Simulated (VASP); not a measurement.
# H3C2 (C2/m) in VASP: single point with PBE

Aim: the single point of H3C2 with PBE.

Everything below comes from runs of VASP 6.6.1. Logs are shortened: lines on timing, memory, paths and dates and some standing lists are left out, and cuts for length are marked.

**1. The cell of the first run**

The structure is monoclinic, space group C2/m (No. 12). Conventional cell: a = 7.217 Å, b = 6.507 Å, c = 4.111 Å, α = 90.00°, β = 101.05°, γ = 90.00°. C (site symmetry m) has 2 C at 1.21 to 1.48 Å within 1.6 Å. Within 1.5 Å of C (site symmetry m) lie 3 H at 1.08 to 1.10 Å and 1 C at 1.48 Å. H (site symmetry m) has 1 C at 1.10 Å within 1.5 Å. H (site symmetry 1) has 1 C at 1.08 Å within 1.5 Å.

**2. Single point, PBE**

Contents of INCAR:

```
PREC     = Accurate       # precision mode
ENCUT    = 600            # plane-wave cutoff, eV
EDIFF    = 1E-6           # SCF threshold, eV
ISMEAR   = -1             # smearing method
SIGMA    = 0.029          # smearing width, eV
LREAL    = False          # projectors in reciprocal space
LASPH    = True           # aspherical terms in the spheres
NELM     = 120            # most SCF steps
ALGO     = Normal         # electronic algorithm
ISIF     = 2              # what is computed and relaxed
LWAVE    = False          # write WAVECAR
LCHARG   = False          # write CHGCAR
GGA      = PE             # functional
NBANDS   = 22             # bands
GGA_COMPAT= False
```

Contents of KPOINTS:

```
regular mesh
0
Gamma
  5 5 6
```

Contents of POSCAR:

```
H3C2
1.0
    3.6083150000      3.2536770000      0.0000000000
    3.6083150000     -3.2536770000      0.0000000000
    0.7881970000      0.0000000000     -4.0348080000
C H
4 6
Direct
    0.0787000000      0.0787000000      0.9161000000
    0.9213000000      0.9213000000      0.0839000000
    0.2732000000      0.2732000000      0.7190000000
    0.7268000000      0.7268000000      0.2810000000
    0.2700000000      0.2700000000      0.4525000000
    0.7300000000      0.7300000000      0.5475000000
    0.4854000000      0.2170000000      0.7719000000
    0.7830000000      0.5146000000      0.2281000000
    0.5146000000      0.7830000000      0.2281000000
    0.2170000000      0.4854000000      0.7719000000
```

Potentials or basis: VASP PAW PBE potentials, release 64 (C, H).

Run with:

```bash
$ cat potpaw_PBE.64/C/POTCAR potpaw_PBE.64/H/POTCAR > POTCAR
$ mpirun -np 1 vasp_std > vasp.out
```

OUTCAR:

```text
PREC = Accurate
   ENCUT = 600
   EDIFF = 1E-6
   ISMEAR = -1
   LREAL = False
   LASPH = True
   NELM = 120
   ISIF = 2
   GGA = PE

 ion  position               nearest neighbor table
   1  0.079  0.079  0.916-   2 1.21   3 1.48
   2  0.921  0.921  0.084-   1 1.21   4 1.48
   3  0.273  0.273  0.719-   7 1.08  10 1.08   5 1.10   1 1.48
   4  0.727  0.727  0.281-   8 1.08   9 1.08   6 1.10   2 1.48
   5  0.270  0.270  0.453-   3 1.10
   6  0.730  0.730  0.547-   4 1.10
   7  0.485  0.217  0.772-   3 1.08
   8  0.783  0.515  0.228-   4 1.08
   9  0.515  0.783  0.228-   4 1.08
  10  0.217  0.485  0.772-   3 1.08

  LATTYP: Found a base centered monoclinic cell.
 ALAT       =     7.2166300000
 B/A-ratio  =     0.9017164521
 C/A-ratio  =     0.5696667395
 COS(beta)  =    -0.1917253215

  Lattice vectors:

 A1 = (  -3.6083150000,  -3.2536770000,   0.0000000000)
 A2 = (  -3.6083150000,   3.2536770000,   0.0000000000)
 A3 = (   0.7881970000,   0.0000000000,  -4.0348080000)

Analysis of symmetry for initial positions (statically):
=====================================================================
 Subroutine PRICEL returns:
 Original cell was already a primitive cell.

 Routine SETGRP: Setting up the symmetry group for a
 base centered monoclinic supercell.

 Subroutine GETGRP returns: Found  4 space group operations
 (whereof  4 operations were pure point group operations)
 out of a pool of  4 trial point group operations.

The static configuration has the point symmetry C_2h.

Analysis of symmetry for dynamics (positions and initial velocities):
=====================================================================
 Subroutine PRICEL returns:
 Original cell was already a primitive cell.

 Routine SETGRP: Setting up the symmetry group for a
 base centered monoclinic supercell.

 Subroutine GETGRP returns: Found  4 space group operations
 (whereof  4 operations were pure point group operations)
 out of a pool of  4 trial point group operations.

The dynamic configuration has the point symmetry C_2h.

 Subroutine INISYM returns: Found  4 space group operations
 (whereof  4 operations are pure point group operations),
 and found     1 'primitive' translations

----------------------------------------------------------------------------------------

                                     Primitive cell

  volume of cell :      94.7396

  direct lattice vectors                    reciprocal lattice vectors
     3.608315000  3.253677000  0.000000000     0.138568833  0.153672291  0.027069327
     3.608315000 -3.253677000  0.000000000     0.138568833 -0.153672291  0.027069327
     0.788197000  0.000000000 -4.034808000     0.000000000  0.000000000 -0.247843268

  length of vectors
     4.858636759  4.858636759  4.111074082     0.208684554  0.208684554  0.247843268

  position of ions in fractional coordinates (direct lattice)
     0.078700000  0.078700000  0.916100000
     0.921300000  0.921300000  0.083900000
     0.273200000  0.273200000  0.719000000
     0.726800000  0.726800000  0.281000000
     0.270000000  0.270000000  0.452500000
     0.730000000  0.730000000  0.547500000
     0.485400000  0.217000000  0.771900000
     0.783000000  0.514600000  0.228100000
     0.514600000  0.783000000  0.228100000
     0.217000000  0.485400000  0.771900000

  ion indices of the primitive-cell ions
   primitive index   ion index
                 1           1
                 2           2
                 3           3
                 4           4
                 5           5
                 6           6
                 7           7
                 8           8
                 9           9
                10          10

----------------------------------------------------------------------------------------

 KPOINTS: regular mesh

Automatic generation of k-mesh.
 Grid dimensions read from file:
 generate k-points for:    5    5    6

 Generating k-lattice:

  Cartesian coordinates                     Fractional coordinates (reciprocal lattice)
     0.027713767  0.030734458  0.005413865     0.200000000  0.000000000  0.000000000
     0.027713767 -0.030734458  0.005413865     0.000000000  0.200000000  0.000000000
     0.000000000  0.000000000 -0.041307211     0.000000000  0.000000000  0.166666667

  Length of vectors
     0.041736911  0.041736911  0.041307211

  Shift w.r.t. Gamma in fractional coordinates (k-lattice)
     0.000000000  0.000000000  0.000000000

 Subroutine IBZKPT returns following result:
 ===========================================

 Found     48 irreducible k-points:

 Following reciprocal coordinates:
            Coordinates               Weight
  0.000000  0.000000  0.000000      1.000000
  0.200000  0.000000 -0.000000      4.000000
  0.400000  0.000000 -0.000000      4.000000
  0.200000  0.200000 -0.000000      2.000000
  0.400000  0.200000 -0.000000      4.000000
 -0.400000  0.200000  0.000000      4.000000
[... 16 lines left out ...]
 -0.200000 -0.400000  0.166667      4.000000
 -0.200000 -0.200000  0.166667      2.000000
 [... further k-points ...]
   k-points           NKPTS =     48   k-points in BZ     NKDIM =     48   number of bands    NBANDS=     22
   number of dos      NEDOS =    301   number of ions     NIONS =     10
   total plane-waves  NPLWV =  57600
   dimension x,y,z NGX =    40 NGY =   40 NGZ =   36
   dimension x,y,z NGXF=    80 NGYF=   80 NGZF=   72
   ions per type =               4   6
   NGX,Y,Z   is equivalent  to a cutoff of  13.69, 13.69, 14.56 a.u.
   NGXF,Y,Z  is equivalent  to a cutoff of  27.37, 27.37, 29.12 a.u.
 SYSTEM =  unknown system
   PREC   = accura    normal or accurate (medium, high low for compatibility)
   ISTART =      0    job   : 0-new  1-cont  2-samecut
   ICHARG =      2    charge: 1-file 2-atom 10-const
   ISPIN  =      1    spin polarized calculation?
   LNONCOLLINEAR =      F non collinear calculations
   LSORBIT =      F    spin-orbit coupling
   LASPH  =      T    aspherical Exc in radial PAW
   ENCUT  =  600.0 eV  44.10 Ry    6.64 a.u.   9.70  9.70  8.21*2*pi/ulx,y,z
   NELM   =    120;   NELMIN=  2; NELMDL= -5     # of ELM steps
   EDIFF  = 0.1E-05   stopping-criterion for ELM
   LREAL  =      F    real-space projection
   EDIFFG = 0.1E-04   stopping-criterion for IOM
   NSW    =      0    number of steps for IOM
   IBRION =     -1    ionic relax: 0-MD 1-quasi-New 2-CG
   NFREE  =      0    steps in history (QN), initial steepest desc. (CG)
   ISIF   =      2    stress and relaxation
   ISYM   =      2    0-nonsym 1-usesym 2-fastsym
   POTIM  = 0.5000    time-step for ionic-motion
   TEBEG  =    0.0;   TEEND  =   0.0 temperature during run
   PSTRESS=    0.0 pullay stress
   NELECT =      22.0000    total number of electrons
   NUPDOWN=      -1.0000    fix difference up-down
   EMIN   =  10.00;   EMAX   =-10.00  energy-range for DOS
   EFERMI =   0.00;   METHOD = LEGACY
   ISMEAR =    -1;   SIGMA  =   0.03  broadening in eV -4-tet -1-fermi 0-gaus
   EFERMI_NEDOS =   21; number of points for ismear=-14 and -15
   IALGO  =     38    algorithm
   IMIX   =      4    mixing-type and parameters
     AMIX     =   0.40;   BMIX     =  1.00
     AMIX_MAG =   1.60;   BMIX_MAG =  1.00
  volume/ion in A,a.u.               =       9.47        63.93
  Fermi-wavevector in a.u.,A,eV,Ry     =   1.006248  1.901533 13.776383  1.012536
  Thomas-Fermi vector in A             =   2.138979
   LORBIT       =      0    0 simple, 1 ext, 2 COOP (PROOUT), +10 PAW based schemes
   GGA     = PE    functional components
   LHFCALC =     F    Hartree Fock is set to
   AEXX    =    0.0000 exact exchange contribution
   IVDW    =     0    specifies the selected vdW correction
   LEPSILON=     F    determine dielectric tensor
   LRPA    =     F    only Hartree local field effects (RPA)
 non-spin polarized calculation
  energy-cutoff  :      600.00
  volume of cell :       94.74
 maximum number of plane-waves:      3180
   NGX = 19   NGY = 19   NGZ = 17

 number of electron      22.0000000 magnetization

 Free energy of the ion-electron system (eV)
  ---------------------------------------------------
  ext. energy  EPLUGINS =         0.00000000
  ---------------------------------------------------
  free energy    TOTEN  =       -56.68815408 eV

  energy without entropy =      -56.68815408  energy(sigma->0) =      -56.68815408

 E-fermi :  -1.0739     XC(G=0):  -7.5291

 val. band max:       -1.7680021273   @ k =  -0.4000   0.4000   0.5000
 cond. band min:       3.1510447381   @ k =   0.0000   0.0000   0.0000
 fundamental gap:      4.9190468654
 Fermi energy:        -1.0739370456

 k-point     1 :       0.0000    0.0000    0.0000
  band No.  band energies     occupation
      1     -15.6407      2.00000
      2     -14.1527      2.00000
      3     -12.5756      2.00000
      4      -7.4890      2.00000
      5      -6.7371      2.00000
      6      -6.4689      2.00000
[... 14 lines left out ...]
     21       9.6290      0.00000
     22      10.0581      0.00000

 k-point     2 :       0.2000    0.0000   -0.0000
  band No.  band energies     occupation
      1     -15.5770      2.00000
      2     -14.2543      2.00000
      3     -12.5268      2.00000
      4      -7.6957      2.00000
      5      -6.5601      2.00000
      6      -6.4866      2.00000
[... 14 lines left out ...]
     21       9.7404      0.00000
     22       9.9806      0.00000

 k-point     3 :       0.4000    0.0000   -0.0000
  band No.  band energies     occupation
      1     -15.4513      2.00000
      2     -14.4366      2.00000
      3     -12.4513      2.00000
      4      -7.9445      2.00000
      5      -6.4532      2.00000
      6      -6.3619      2.00000
[... 14 lines left out ...]
     21      10.0287      0.00000
     22      10.7966      0.00000
[... 476 lines left out ...]
 k-point    23 :      -0.2000   -0.4000    0.1667
  band No.  band energies     occupation
      1     -15.3552      2.00000
      2     -14.4446      2.00000
      3     -12.5168      2.00000
      4      -7.7445      2.00000
      5      -7.0040      2.00000
      6      -6.5233      2.00000
[... 14 lines left out ...]
     21       9.9202      0.00000
     22      10.1935      0.00000

 k-point    24 :      -0.2000   -0.2000    0.1667
  band No.  band energies     occupation
      1     -15.4197      2.00000
      2     -14.4366      2.00000
      3     -12.4033      2.00000
      4      -7.9420      2.00000
      5      -6.8378      2.00000
      6      -6.4094      2.00000
[... 14 lines left out ...]
     21      10.6143      0.00000
     22      10.8909      0.00000

 [... further k-points ...]
[... 5 lines left out ...]
  --------------------------------------------------------------------------------------
  -------------------------------------------------------------------------------------
  Total       -0.2740993      2.0363433      0.0702714      0.0000000      0.0000000     -0.9466867
  in kB       -4.6353958     34.4373578      1.1883859      0.0000000      0.0000000    -16.0097697
  external PRESSURE =      10.3301160 kB  Pullay stress =       0.0000000 kB

 VOLUME and BASIS-vectors are now :
 -----------------------------------------------------------------------------
  energy-cutoff  :      600.00
  volume of cell :       94.74
      direct lattice vectors                 reciprocal lattice vectors
     3.608315000  3.253677000  0.000000000     0.138568833  0.153672291  0.027069327
     3.608315000 -3.253677000  0.000000000     0.138568833 -0.153672291  0.027069327
     0.788197000  0.000000000 -4.034808000     0.000000000  0.000000000 -0.247843268

 POSITION                                       TOTAL-FORCE (eV/Angst)
 -----------------------------------------------------------------------------------
      1.29002      0.00000     -3.69629         1.043770     -0.000000      0.578419
      6.71481      0.00000     -0.33852        -1.043770     -0.000000     -0.578419
      2.53830      0.00000     -2.90103        -1.140828     -0.000000     -0.096415
      5.46653      0.00000     -1.13378         1.140828     -0.000000      0.096415
      2.30515      0.00000     -1.82575        -0.002388     -0.000000     -0.065755
      5.69968      0.00000     -2.20906         0.002388     -0.000000      0.065755
      3.14289      0.87329     -3.11447         0.235012      0.476204     -0.112560
      4.86194      0.87329     -0.92034        -0.235012      0.476204      0.112560
      4.86194     -0.87329     -0.92034        -0.235012     -0.476204      0.112560
      3.14289     -0.87329     -3.11447         0.235012     -0.476204     -0.112560
 -----------------------------------------------------------------------------------
    total drift:                               -0.000000     -0.000000      0.000000

  FREE ENERGIE OF THE ION-ELECTRON SYSTEM (eV)
  ---------------------------------------------------
  free  energy   TOTEN  =       -56.6881540820 eV

  energy  without entropy=      -56.6881540820  energy(sigma->0) =      -56.68815408
```

It took 1.9 min on 1 thread of Intel Xeon Platinum 8259CL at 2.50GHz (Skylake/Cascade Lake), shared host; peak memory 0.27 GiB.

What came out:

* Free energy: -56.6882 eV
* Pressure: 1.0 GPa
* Largest force: 1.193 eV/Å
* Band gap on the k mesh: 4.92 eV (least direct gap 5.31 eV)

Forces in eV/Å, atoms in the order of the input:
```
C    1.044  0.000  0.578
C   -1.044  0.000 -0.578
C   -1.141  0.000 -0.096
C    1.141  0.000  0.096
H   -0.002  0.000 -0.066
H    0.002  0.000  0.066
H    0.235  0.476 -0.113
H   -0.235  0.476  0.113
H   -0.235 -0.476  0.113
H    0.235 -0.476 -0.113
```

Stress tensor (GPa, compression positive):
```
-0.46  0.00 -1.60
 0.00  3.44  0.00
-1.60  0.00  0.12
```

Caveat: this functional lacks dispersion, which holds the molecules together, so the pressure and a relaxed volume are unreliable; an odd mesh through Γ misses points on the zone boundary, where band edges can lie; forces of over 1 eV/Å act on the atoms, so gaps and moduli don't describe the material at rest. PBE gaps usually lie below the measured ones, often by a third to a half.
